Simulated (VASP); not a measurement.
# HPt12 in VASP: single point with PBE

Aim: the single point of HPt12 with PBE.

All numbers are computed with VASP 6.6.1; they aren't measurements. Logs are shortened: lines on timing, memory, paths and dates and some standing lists are left out, and cuts for length are marked.

## 1. The cell of the first run

The cell holds a slab with vacuum, 13 atoms: a = 5.615 Å, b = 5.615 Å, c = 20.852 Å, α = 90.00°, β = 90.00°, γ = 90.00°.

## 2. Single point, PBE, collinear spin

Input file INCAR:

```
SYSTEM = HPt12
  PREC = Accurate
  ENCUT = 520
  EDIFF = 1E-7
  ISMEAR = 0
  SIGMA = 0.1
  LREAL = .FALSE.
  LASPH = .TRUE.
  NELM = 150
  ALGO = Normal
  ISIF = 2
  LWAVE = .FALSE.
  LCHARG = .TRUE.
  ISPIN = 2
  MAGMOM = 0 0 0 0 0 0 0 0 0 0 0 0 1
  LORBIT = 11
  LMAXMIX = 4
  LDIPOL = .TRUE.
  IDIPOL = 3
  DIPOL = 0.5 0.5 0.301
  GGA = PE
  LVHAR = .TRUE.
  LVACPOTAV = .TRUE.
  NBANDS = 76
  KPAR = 4
```

Input file KPOINTS:

```
regular mesh
0
G
  5 5 1
  0 0 0
```

Input file POSCAR:

```
HPt12
1.0
    5.6145835605      0.0000000000      0.0000000000
    0.0000000000      5.6145835605      0.0000000000
    0.0000000000      0.0000000000     20.8516597862
Pt H
12 1
Direct
    0.2500000000      0.2500000000      0.1918312519
    0.2500000000      0.7500000000      0.1918312519
    0.7500000000      0.2500000000      0.1918312519
    0.7500000000      0.7500000000      0.1918312519
    0.0000000000      0.0000000000      0.2842219789
    0.0000000000      0.5000000000      0.2842219789
    0.5000000000      0.0000000000      0.2842219789
    0.5000000000      0.5000000000      0.2842219789
    0.2500000000      0.2500000000      0.3765484315
    0.2500000000      0.7500000000      0.3765484315
    0.7500000000      0.2500000000      0.3765484315
    0.7500000000      0.7500000000      0.3765484315
    0.2500000000      0.2500000000      0.5074732609
```

Potentials or basis: VASP PAW PBE potentials, release 64 (Pt, H).

Command:

```sh
> cat potpaw_PBE.64/Pt/POTCAR potpaw_PBE.64/H/POTCAR > POTCAR
> mpirun -np 4 vasp_std > vasp.out
```

OUTCAR:

```text
SYSTEM = HPt12
   PREC = Accurate
   ENCUT = 520
   EDIFF = 1E-7
   ISMEAR = 0
   LREAL = .FALSE.
   LASPH = .TRUE.
   NELM = 150
   ISIF = 2
   ISPIN = 2
   LORBIT = 11
   GGA = PE

 ion  position               nearest neighbor table
   1  0.250  0.250  0.192-   5 2.77   6 2.77   7 2.77   8 2.77   2 2.81   3 2.81   2 2.81   3 2.81

   2  0.250  0.750  0.192-   5 2.77   6 2.77   7 2.77   8 2.77   1 2.81   4 2.81   1 2.81   4 2.81

   3  0.750  0.250  0.192-   5 2.77   6 2.77   7 2.77   8 2.77   1 2.81   4 2.81   4 2.81   1 2.81
[... 15 lines left out ...]
  11  0.750  0.250  0.377-   5 2.77   6 2.77   7 2.77   8 2.77   9 2.81  12 2.81  12 2.81   9 2.81

  12  0.750  0.750  0.377-   5 2.77   6 2.77   7 2.77   8 2.77  10 2.81  11 2.81  11 2.81  10 2.81

  13  0.250  0.250  0.507-

  LATTYP: Found a simple tetragonal cell.
 ALAT       =     5.6145835605
 C/A-ratio  =     3.7138390695

  Lattice vectors:

 A1 = (   5.6145835605,   0.0000000000,   0.0000000000)
 A2 = (   0.0000000000,   5.6145835605,   0.0000000000)
 A3 = (   0.0000000000,   0.0000000000,  20.8516597862)

Analysis of symmetry for initial positions (statically):
=====================================================================
 Subroutine PRICEL returns:
 Original cell was already a primitive cell.

 Routine SETGRP: Setting up the symmetry group for a
 simple tetragonal supercell.

 Subroutine GETGRP returns: Found  8 space group operations
 (whereof  2 operations were pure point group operations)
 out of a pool of 16 trial point group operations.

The static configuration has the point symmetry C_1h.
 The point group associated with its full space group is C_4v.

Analysis of symmetry for dynamics (positions and initial velocities):
=====================================================================
 Subroutine PRICEL returns:
 Original cell was already a primitive cell.

 Routine SETGRP: Setting up the symmetry group for a
 simple tetragonal supercell.

 Subroutine GETGRP returns: Found  8 space group operations
 (whereof  2 operations were pure point group operations)
 out of a pool of 16 trial point group operations.

The dynamic configuration has the point symmetry C_1h.
 The point group associated with its full space group is C_4v.

[... 179 lines left out ...]
  band No.  band energies     occupation
      1      -9.8849      1.00000
      2      -7.4983      1.00000
      3      -7.4983      1.00000
      4      -7.3750      1.00000
      5      -7.2644      1.00000
      6      -7.2640      1.00000
[... 439 lines left out ...]
     71       2.4640      0.00000
     72       2.6075      0.00000
 Fermi energy:        -1.0288871584

 spin component 2

 k-point     1 :       0.0000    0.0000    0.0000
  band No.  band energies     occupation
      1      -9.8782      1.00000
      2      -7.4778      1.00000
      3      -7.4778      1.00000
      4      -7.3701      1.00000
      5      -7.2456      1.00000
      6      -7.2355      1.00000
[... 439 lines left out ...]
     71       2.4855      0.00000
     72       2.7806      0.00000
 [bands above 72 left out]

------------------------ aborting loop because EDIFF is reached ----------------------------------------

  FORCE on cell =-STRESS in cart. coord.  units (eV):
  Direction    XX          YY          ZZ          XY          YZ          ZX
  --------------------------------------------------------------------------------------
  -------------------------------------------------------------------------------------
  Total      -13.0810309    -13.0810309     -2.1932403      0.0000000      0.0000000      0.0000000
  in kB      -31.8842954    -31.8842954     -5.3459030      0.0000000      0.0000000      0.0000000
  external PRESSURE =     -23.0381646 kB  Pullay stress =       0.0000000 kB

 VOLUME and BASIS-vectors are now :
 -----------------------------------------------------------------------------
  energy-cutoff  :      520.00
  volume of cell :      657.32
      direct lattice vectors                 reciprocal lattice vectors
     5.614583560  0.000000000  0.000000000     0.178107599  0.000000000  0.000000000
     0.000000000  5.614583560  0.000000000     0.000000000  0.178107599  0.000000000
     0.000000000  0.000000000 20.851659786     0.000000000  0.000000000  0.047957813

 POSITION                                       TOTAL-FORCE (eV/Angst)
 -----------------------------------------------------------------------------------
      1.40365      1.40365      4.00000        -0.000000      0.000000      0.012045
      1.40365      4.21094      4.00000        -0.000000     -0.000000      0.025416
      4.21094      1.40365      4.00000        -0.000000     -0.000000      0.025416
      4.21094      4.21094      4.00000        -0.000000      0.000000     -0.033404
      0.00000      0.00000      5.92650        -0.008198     -0.008198     -0.033051
      0.00000      2.80729      5.92650        -0.008198      0.008198     -0.033051
      2.80729      0.00000      5.92650         0.008198     -0.008198     -0.033051
      2.80729      2.80729      5.92650         0.008198      0.008198     -0.033051
      1.40365      1.40365      7.85166        -0.000000     -0.000000      0.867688
      1.40365      4.21094      7.85166        -0.000000      0.000000      0.001648
      4.21094      1.40365      7.85166        -0.000000      0.000000      0.001648
      4.21094      4.21094      7.85166        -0.000000     -0.000000      0.023449
      1.40365      1.40365     10.58166        -0.000000     -0.000000     -0.791701
 -----------------------------------------------------------------------------------
    total drift:                                0.000000     -0.000000      0.000108

  FREE ENERGIE OF THE ION-ELECTRON SYSTEM (eV)
  ---------------------------------------------------
  free  energy   TOTEN  =       -67.3157378053 eV

  energy  without entropy=      -67.1934357521  energy(sigma->0) =      -67.25458678

 vacuum level on the upper side and lower side of the slab         4.678         4.637

 total charge

# of ion       s       p       d       tot
------------------------------------------
    1        0.617   0.398   8.031   9.046
    2        0.617   0.398   8.030   9.045
    3        0.617   0.398   8.030   9.045
    4        0.619   0.396   8.032   9.048
    5        0.617   0.586   8.013   9.215
    6        0.617   0.586   8.013   9.215
    7        0.617   0.586   8.013   9.215
    8        0.617   0.586   8.013   9.215
    9        0.610   0.415   8.006   9.031
   10        0.615   0.397   8.031   9.043
   11        0.615   0.397   8.031   9.043
   12        0.617   0.397   8.032   9.047
   13        0.366   0.001   0.000   0.366
--------------------------------------------------
tot          7.759   5.540  96.275 109.574

 magnetization (x)

# of ion       s       p       d       tot
------------------------------------------
    1        0.004   0.000   0.068   0.072
    2       -0.001   0.000   0.046   0.045
    3       -0.001   0.000   0.046   0.045
    4       -0.003  -0.003  -0.000  -0.006
    5       -0.001  -0.000   0.054   0.053
    6       -0.001  -0.000   0.054   0.053
    7       -0.001  -0.000   0.054   0.053
    8       -0.001  -0.000   0.054   0.053
    9       -0.020  -0.007   0.007  -0.020
   10       -0.001  -0.003   0.076   0.072
   11       -0.001  -0.003   0.076   0.072
   12        0.000  -0.001   0.043   0.042
   13        0.308  -0.000   0.000   0.308
--------------------------------------------------
tot          0.284  -0.018   0.576   0.842
```

OSZICAR:

```text
N       E                     dE             d eps       ncg     rms          rms(c)
DAV:   1     0.817909564610E+03    0.81791E+03   -0.49890E+04  1824   0.131E+03
DAV:   2    -0.479535018195E+01   -0.82270E+03   -0.75389E+03  2264   0.257E+02
DAV:   3    -0.694350531233E+02   -0.64640E+02   -0.59440E+02  2204   0.681E+01
[... 34 lines left out ...]
DAV:  38    -0.673157363893E+02   -0.19632E-05   -0.20214E-08  1208   0.198E-04    0.113E-04
DAV:  39    -0.673157370807E+02   -0.69142E-06   -0.10595E-08  1224   0.156E-04    0.741E-05
DAV:  40    -0.673157375303E+02   -0.44958E-06   -0.10351E-08  1216   0.132E-04    0.489E-05
DAV:  41    -0.673157377298E+02   -0.19952E-06   -0.71641E-09  1212   0.110E-04    0.339E-05
DAV:  42    -0.673157378053E+02   -0.75439E-07   -0.46966E-09  1184   0.889E-05
   1 F= -.67315738E+02 E0= -.67254587E+02  d E =-.122302E+00  mag=     1.2716
```

It took 13 min on 4 MPI ranks of Intel Xeon Platinum 8375C at 2.90GHz (Ice Lake), shared host; peak memory 1.1 GiB.

What came out:

```yaml
Free_energy: -67.3157 eV
Largest_force: 0.868 eV/Å
Net_moment: 1.27 μB per cell
Site_moments: Pt +0.07, +0.04, -0.01, +0.05, -0.02 (each value once); H +0.31 μB
Valence_electrons_inside_the_program's_atomic_spheres: Pt 9.05, 9.04, 9.21, 9.03 (each value once); H 0.37
```

Forces in eV/Å, atoms in the order of the input:
```
Pt   0.000  0.000  0.012
Pt   0.000  0.000  0.025
Pt   0.000  0.000  0.025
Pt   0.000  0.000 -0.033
Pt  -0.008 -0.008 -0.033
Pt  -0.008  0.008 -0.033
Pt   0.008 -0.008 -0.033
Pt   0.008  0.008 -0.033
Pt   0.000  0.000  0.868
Pt   0.000  0.000  0.002
Pt   0.000  0.000  0.002
Pt   0.000  0.000  0.023
H    0.000  0.000 -0.792
```

Caveat: a moment this small can come from the mesh or the smearing.
